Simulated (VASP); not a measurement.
**Mn3P2: single point with PBE**

Mn3P2:

```
Mn P
1.0
     4.29381    0.00000    0.00000
     0.00000    4.29381    0.00000
     0.00000    0.00000    4.29381
Mn P
3 2
Direct
  0.00000 0.50000 0.50000
  0.50000 0.00000 0.50000
  0.50000 0.50000 0.00000
  0.50000 0.50000 0.50000
  0.00000 0.00000 0.00000
```

```
Program                : VASP 6.6.1
Task                   : single point
Functional             : PBE
Potentials or basis    : VASP PAW PBE potentials, release 64 (Mn_pv, P)
Cutoff                 : 520 eV
k mesh                 : 4 × 4 × 4
Occupations            : gaussian, width 0.1 eV
Spin                   : collinear spin, ferromagnetic start
Starting moments       : [4.0, 4.0, 4.0, 0.0, 0.0] μB
Dipole correction      : no
Further INCAR settings : ALGO = Normal; EDIFF = 1e-07; NBANDS = 36
```

* Pressure: 0.1 GPa
* Net moment: 8.61 μB per cell
* Site moments: Mn +2.92; P -0.16, -0.11 μB
* Valence electrons inside the program's atomic spheres: Mn 11.70; P 2.71, 2.31

Levels at points of the mesh, in eV from the Fermi level:
Spin up:
| k point | band 25 | band 26 | band 27 | band 28 | band 29 | band 30 | band 31 | band 32 | band 33 | band 34 |
| --- | --- | --- | --- | --- | --- | --- | --- | --- | --- | --- |
| (0.00, 0.00, 0.00) | -1.38 | -1.13 | -0.96 | -0.96 | -0.96 | -0.29 | -0.29 | -0.29 | 2.96 | 2.96 |
| (0.50, 0.00, 0.00) | -1.60 | -1.13 | -0.96 | -0.10 | -0.10 | 0.25 | 0.25 | 0.93 | 4.09 | 4.22 |
| (0.50, 0.50, 0.00) | -1.66 | -1.60 | -0.87 | -0.87 | 1.02 | 1.12 | 1.50 | 2.38 | 2.38 | 2.60 |
| (0.50, 0.50, 0.50) | -1.65 | -1.65 | -1.11 | -1.11 | -1.11 | 0.71 | 0.71 | 0.71 | 5.97 | 5.97 |
Spin down:
| k point | band 16 | band 17 | band 18 | band 19 | band 20 | band 21 | band 22 | band 23 | band 24 | band 25 |
| --- | --- | --- | --- | --- | --- | --- | --- | --- | --- | --- |
| (0.00, 0.00, 0.00) | -1.74 | -1.74 | -1.10 | -1.10 | -0.52 | -0.52 | -0.52 | -0.01 | -0.01 | 0.20 |
| (0.50, 0.00, 0.00) | -2.73 | -2.73 | -1.51 | -0.13 | 0.01 | 0.25 | 0.25 | 0.45 | 0.51 | 0.77 |
| (0.50, 0.50, 0.00) | -3.02 | -2.49 | -0.73 | -0.73 | 0.15 | 0.28 | 0.28 | 0.90 | 1.08 | 1.20 |
| (0.50, 0.50, 0.50) | -3.58 | -3.58 | -0.22 | -0.22 | -0.22 | 0.26 | 0.26 | 0.26 | 0.93 | 1.46 |

Run time: 45 s on 1 thread of Intel(R) Xeon(R) Platinum 8175M CPU @ 2.50GHz (Skylake/Cascade Lake), on a shared host, peak memory 0.21 GiB.

Caveat: the k points lie up to 0.37 Å⁻¹ apart; only a ferromagnetic start was run, and an antiferromagnetic order may lie lower in energy.
